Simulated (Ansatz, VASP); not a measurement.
**Te: VASP beside Ansatz**

Contents of POSCAR:

```
Te
1.0
    4.6324895870      0.0000000000      0.0000000000
   -2.3162447935      4.0118536651      0.0000000000
    0.0000000000      0.0000000000      5.8869033494
Te
3
Direct
    0.2535874851      0.0000000000      0.3333333333
    1.0000000000      0.2535874851      0.6666666667
    0.7464125149      0.7464125149      0.0000000000
```

File INCAR.step1:

```
  PREC = Accurate
  ENCUT = 550
  ISMEAR = 1
  SIGMA = 0.01
  LREAL = F
  LASPH = T
  NELM = 120
  NBANDS = 16
  GGA = PE
  ALGO = Normal
  EDIFF = 1E-5
  LWAVE = T
  LCHARG = F
  GGA_COMPAT = F
```

File INCAR.step2:

```
  PREC = Accurate
  ENCUT = 550
  EDIFF = 1E-6
  ISMEAR = 1
  SIGMA = 0.01
  LREAL = F
  LASPH = T
  NELM = 120
  ALGO = Normal
  ISIF = 2
  LWAVE = F
  LCHARG = F
  METAGGA = R2SCAN
  LMIXTAU = T
  NBANDS = 16
  ISTART = 1
  GGA_COMPAT = F
```

Contents of KPOINTS:

```
Automatic mesh
0
Gamma
  8 8 6
```

Input for Ansatz:

```yaml
crystal:
  lattice:
    - [4.632489587, 0.0, 0.0]
    - [-2.3162447935, 4.0118536651, 0.0]
    - [0.0, 0.0, 5.8869033494]
  atoms:
    - { symbol: Te, position: [0.2535874851, 0.0, 0.3333333333] }
    - { symbol: Te, position: [1.0, 0.2535874851, 0.6666666667] }
    - { symbol: Te, position: [0.7464125149, 0.7464125149, 0.0] }
hamiltonian:
  xc: r2scan
  pseudopotentials:
    kind: paw
    azcp:
      Te: "pseudopotentials/Te.paw.azcp"
basis:
  ecutwfc: 500
  fft_grid_basis: typed
kpoints:
  mp_grid: { grid: [8, 8, 6], shift: [0, 0, 0] }
magnetization:
  spin_polarized: false
scf:
  occupations: { method: methfessel_paxton, width: 0.01 }
  lower_state_search: "off"
output:
  stress: true
```

Alike in both runs: task single point; functional r2SCAN; k mesh 8 × 8 × 6; occupations methfessel-paxton of order 1, width 0.01 eV; no spin polarisation.

|  | VASP | Ansatz |
| --- | --- | --- |
| version | VASP 6.6.1 | Ansatz 0.2.0 |
| potentials or method | VASP PAW PBE potentials, release 64 (Te), cutoff 550 eV | plane waves (500 eV) with PAW, scalar-relativistic |
| valence electrons in the cell | 18 | 48 |

```tsv
	VASP	Ansatz	Ansatz less VASP
pressure (GPa)	0.0	0.0	-0.04
traceless stress, the component that is largest in VASP (GPa)	0.10	0.07	-0.031
```

VASP's potentials were made for PBE, not for r2SCAN. The functional is the same, so the differences come from potentials, cutoffs and numerics. VASP's potentials hold 18 valence electrons a cell and Ansatz's 48, so a difference there can come from the potentials and not from the codes.

Spin-orbit coupling is off throughout.
